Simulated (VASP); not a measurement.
Runs of VASP 6.6.1 on BeZn3Se4. The structure is that of space group P3m1 (No. 156), or close to it. The cells are those of the table. 

| cell | k mesh | smearing | gap on the mesh (eV) | pressure (GPa) | largest force (eV/Å) |
| --- | --- | --- | --- | --- | --- |
| a = 3.991, b = 3.991, c = 13.145 Å, angles 90.0, 90.0, 120.0°, 8 atoms | 12 × 12 × 2 | gaussian 0.02 eV | (b) | -1.5 | 0.01 |
| a = 4.032, b = 4.032, c = 13.258 Å, angles 90.0, 90.0, 120.0°, 8 atoms | 12 × 12 × 2 | gaussian 0.02 eV | (a) | -2.9 | 0.01 |
| a = 4.084, b = 4.084, c = 13.405 Å, angles 90.0, 90.0, 120.0°, 8 atoms | 12 × 12 × 2 | gaussian 0.02 eV | 1.22 | -4.5 | 0.01 |
| a = 3.949, b = 3.949, c = 13.038 Å, angles 90.0, 90.0, 120.0°, 8 atoms | 6 × 6 × 2 | gaussian 0.1 eV | 1.59 | 0.2 | 0.02 |
| a = 3.949, b = 3.949, c = 13.038 Å, angles 90.0, 90.0, 120.0°, 8 atoms | 6 × 6 × 1 | gaussian 0.1 eV | 1.59 | 0.2 | 0.02 |

Alike in all rows: task single point; level PBE; potentials or basis VASP PAW PBE potentials, release 64 (Be, Zn, Se); no spin polarisation; cutoff (eV) 520.

Estimate the missing entries.

(a) 1.36; (b) 1.48.

Caveats: some runs use coarse meshes.

A k mesh can miss the band edges, and the runs leave out spin-orbit coupling on Se.
